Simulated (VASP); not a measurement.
NdHf, 2 atoms in the cell. The structure is orthorhombic, space group Cmmm (No. 65). Conventional cell: a = 5.657 Å, b = 6.384 Å, c = 2.967 Å, α = 90.00°, β = 90.00°, γ = 90.00°. Within 3.7 Å of Nd (site symmetry mmm) lie 4 Hf at 2.83 to 3.19 Å and 2 Nd at 2.97 Å. Within 3.7 Å of Hf (site symmetry mmm) lie 4 Nd at 2.83 to 3.19 Å and 2 Hf at 2.97 Å. The cell was generated, and may not be a known phase.

* Program: VASP 6.6.1
* Task: relaxation of cell and atoms
* Functional: PBE
* Potentials or basis: VASP PAW PBE potentials, release 64 (Nd_3, Hf_pv), 4f in core
* Cutoff: 500 eV
* k mesh: 5 × 5 × 7
* Occupations: gaussian, width 0.2 eV
* Spin: no spin polarisation
* Dipole correction: no
* Further INCAR settings: ALGO = Normal; EDIFF = 1e-07; IBRION = 2; EDIFFG = -0.08; NSW = 36; ISIF = 3

Potentials or basis: VASP PAW PBE potentials, release 64 (Nd_3, Hf_pv), 4f in core.

The run is started by

```bash
$ cat potpaw_PBE.64/Nd_3/POTCAR potpaw_PBE.64/Hf_pv/POTCAR > POTCAR
$ mpirun -np 1 vasp_std > vasp.out
```

Hardware: 1 thread of AMD EPYC 7R13 Processor (Zen 3), on a shared host.

Q: Estimate the wall time of this run.

A: It took 110 s on 1 thread of AMD EPYC 7R13 Processor (Zen 3), with other jobs on the host, peak memory 0.16 GiB. Counts: scf iterations 78, k points 36, ion steps 7.
